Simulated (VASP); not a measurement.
Set up this calculation in VASP 6.6.1, as the native input.

```yaml
Task: single point
Functional: PBE
Potentials_or_basis: VASP PAW PBE potentials, release 64 (Ta_pv)
Cutoff: 520 eV
k_mesh: 11 × 11 × 5
Occupations: fermi-dirac, width 0.05 eV
Spin: no spin polarisation
Dipole_correction: no
Further_INCAR_settings: ALGO = Normal; EDIFF = 1e-07; NBANDS = 18
```

The structure of Ta lies in POSCAR:

```
Ta
1.0
    2.9003720726      0.0000000000      0.0000000000
   -1.4501860363      2.5117958953      0.0000000000
    0.0000000000      0.0000000000      5.1662740000
Ta
2
Direct
    0.3333333333      0.6666666667      0.2500000000
    0.6666666667      0.3333333333      0.7500000000
```

One way to write it, as run:

INCAR

```
PREC = Accurate
ENCUT = 520
EDIFF = 1E-7
ISMEAR = -1
SIGMA = 0.05
LREAL = F
LASPH = T
NELM = 100
ALGO = Normal
ISIF = 2
LWAVE = F
LCHARG = T
GGA = PE
LELF = T
LVHAR = T
NBANDS = 18
```

KPOINTS

```
regular mesh
0
Gamma
  11 11 5
```

Potentials or basis: VASP PAW PBE potentials, release 64 (Ta_pv).

Launch:

```sh
$ cat potpaw_PBE.64/Ta_pv/POTCAR > POTCAR
$ mpirun -np 1 vasp_std > vasp.out
```

Results of the run:

```json
{"Pressure": "-0.9 GPa", "Band gap on the k mesh": "zero (band 11 reaches 6.47 eV, above the bottom of band 12 at 5.03 eV)"}
```

Caveat: spin-orbit coupling is left out, which moves the levels of the heavy elements.

It took 12 s on 1 thread of Intel(R) Xeon(R) Platinum 8559C (Emerald Rapids), on a shared host, peak memory 0.17 GiB.
